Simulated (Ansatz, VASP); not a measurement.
# One calculation of MgS, two programs

```
Mg S
1.0
     0.00000    2.60152    2.60152
     2.60152    0.00000    2.60152
     2.60152    2.60152    0.00000
Mg S
1 1
Direct
  0.00000 0.00000 0.00000
  0.50000 0.50000 0.50000
```

Alike in both runs: task single point; functional PBEsol; k mesh 5 × 5 × 5; no spin polarisation.

|  | VASP | Ansatz |
| --- | --- | --- |
| version | VASP 6.6.1 | Ansatz 0.2.0 |
| potentials or method | VASP PAW PBE potentials, release 64 (Mg, S) | plane waves |
| plane-wave cutoff (eV) | 600 | 420 |
| occupations | gaussian, width 0.01 eV | fixed |
| valence electrons in the cell | 8 | 16 |

VASP gave:

```
gap on the k mesh at the Fermi level (eV) : 3.11
pressure (GPa)                            : -1.0
```

Question: Which values does Ansatz return?

Answer: gap on the k mesh at the Fermi level (eV): 3.11; pressure (GPa): -0.8.

VASP's potentials were made for PBE, not for PBEsol. VASP's potentials hold 8 valence electrons a cell and Ansatz's 16, so a difference there can come from the potentials and not from the codes.
